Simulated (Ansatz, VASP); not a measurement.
## Two plane-wave programs on CdS

Contents of POSCAR:

```
CdS
1.0
    0.0000000000      2.7790500000      2.9100000000
    2.9100000000      0.0000000000      2.9100000000
    2.9100000000      2.7790500000      0.0000000000
Cd S
1 1
Direct
    0.0000000000      0.0000000000      0.0000000000
    0.7500000000      0.7500000000      0.7500000000
```

File INCAR.step1:

```
PREC = Accurate ; ENCUT = 520
ISMEAR = 0 ; SIGMA = 0.05
LREAL = F ; LASPH = T
NELM = 60 ; NBANDS = 16
GGA = PE ; ALGO = Normal
EDIFF = 1E-4 ; LWAVE = T
LCHARG = F
```

File INCAR.step2:

```
PREC = Accurate ; ENCUT = 520
EDIFF = 1E-7 ; ISMEAR = 0
SIGMA = 0.05 ; LREAL = F
LASPH = T ; NELM = 60
ALGO = Normal ; ISIF = 2
LWAVE = F ; LCHARG = T
METAGGA = R2SCAN ; LMIXTAU = T
LELF = T ; LVHAR = T
NBANDS = 16 ; ISTART = 1
```

KPOINTS

```
Automatic mesh
0
Gamma
  8 8 8
```

Input for Ansatz:

```yaml
crystal:
  lattice:
    - [0.0, 2.77905, 2.91]
    - [2.91, 0.0, 2.91]
    - [2.91, 2.77905, 0.0]
  atoms:
    - { symbol: Cd, position: [0.0, 0.0, 0.0] }
    - { symbol: S, position: [0.75, 0.75, 0.75] }
basis:
  ecutwfc: 500
kpoints:
  mp_grid: { grid: [8, 8, 8] }
hamiltonian:
  xc: r2scan
scf:
  occupations: { method: gaussian, width: 0.05 }
output:
  forces: true
  stress: true
  eigenvalues: true
  write_density: true
  write_potential: true
  elf: true
  volumetric_format: npy
```

Change from the starting cell: strain -0.0450 x Voigt [0, 1, 0, 0, 0, 0], atoms carried along.

Alike in both runs: task single point; functional r2SCAN; k mesh 8 × 8 × 8; occupations gaussian, width 0.05 eV; no spin polarisation.

|  | VASP | Ansatz |
| --- | --- | --- |
| version | VASP 6.6.1 | Ansatz 0.2.0 |
| potentials or method | VASP PAW PBE potentials, release 64 (Cd, S), cutoff 520 eV | scalar-relativistic, plane waves, PAW |
| valence electrons in the cell | 18 | 26 |

VASP gave:

| Property | Result |
| --- | --- |
| gap on the k mesh at the Fermi level (eV) | 1.62 |
| least direct gap on the mesh (eV) | 1.62 |
| pressure (GPa) | 5.8 |
| traceless stress, the component that is largest in VASP (GPa) | 0.29 |

Q: Estimate Ansatz's values.

A: gap on the k mesh at the Fermi level (eV): 1.62; least direct gap on the mesh (eV): 1.62; pressure (GPa): 5.3; traceless stress, the component that is largest in VASP (GPa): 0.30.

VASP's potentials were made for PBE, not for r2SCAN. With one functional, cell and mesh, what is left measures potentials, basis and numerics. VASP's potentials hold 18 valence electrons a cell and Ansatz's 26, so a difference there can come from the potentials and not from the codes.
